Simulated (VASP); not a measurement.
# V: single point with PBE

Crystal: V.

```
V
1.0
    -1.49918    1.49918    1.49918
     1.49918   -1.49918    1.49918
     1.49918    1.49918   -1.49918
V
1
Direct
  0.00000 0.00000 0.00000
```

```
Program                : VASP 6.6.1
Task                   : single point
Functional             : PBE
Potentials or basis    : VASP PAW PBE potentials, release 64 (V_sv)
Cutoff                 : 520 eV
k mesh                 : 15 × 15 × 15
Occupations            : fermi-dirac, width 0.6 eV
Spin                   : no spin polarisation
Dipole correction      : no
Further INCAR settings : ALGO = Normal; EDIFF = 1e-06; NBANDS = 12
```

```yaml
Pressure: 11.1 GPa
```

Levels at points of the mesh, in eV from the Fermi level:
```tsv
k point	band 5	band 6	band 7	band 8	band 9	band 10
(0.00, 0.00, 0.00)	-6.91	0.19	0.19	0.19	2.21	2.21
```

Wall time 20 s on 1 thread of Intel Xeon 8259CL, with other jobs on the host, peak memory 0.14 GiB.
